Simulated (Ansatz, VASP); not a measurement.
# One calculation of LiBeF3, two programs

```
Li Be F
1.0
     0.00611    2.81478   -0.00207
    -0.32649   -0.00414    4.67992
     8.36299   -1.38902   -0.02971
Li Be F
2 2 6
Direct
  0.64937 0.40673 0.30333
  0.35650 0.47416 0.70666
  0.00523 0.60126 0.00900
  0.23823 0.94583 0.47768
  0.07818 0.41936 0.15830
  0.92296 0.42865 0.84309
  0.69299 0.83761 0.38585
  0.31662 0.83802 0.63926
  0.51046 0.77163 0.01916
  0.23619 0.27675 0.47111
```

Change from the starting cell: cell x1, atoms moved at random (sigma 0.05 Å) and cell strained at random (1.5 %), then relaxed without symmetry.

Alike in both runs: functional PBE; k mesh 6 × 4 × 6; occupations gaussian, width 0.1 eV; no spin polarisation.

Ansatz relaxed the structure, and its values are those at the end. VASP's run is a single point on that final structure, the one shown.

```csv
,VASP,Ansatz
version,VASP 6.6.1,Ansatz 0.2.0
potentials or method,"VASP PAW PBE potentials, release 64 (Li_sv, Be, F), cutoff 520 eV","scalar-relativistic, plane waves, PAW"
valence electrons in the cell,52,52
```

Ansatz gave:

| Property | Result |
| --- | --- |
| gap on the k mesh at the Fermi level (eV) | 7.24 |
| least direct gap on the mesh (eV) | 7.24 |
| rms of the force components (eV/Å) | 0.004 |

Which values does VASP return?

gap on the k mesh at the Fermi level (eV): 7.23; least direct gap on the mesh (eV): 7.23; rms of the force components (eV/Å): 0.019.

Noted on VASP's run: the cutoff is short for stress, so the pressure is rough.
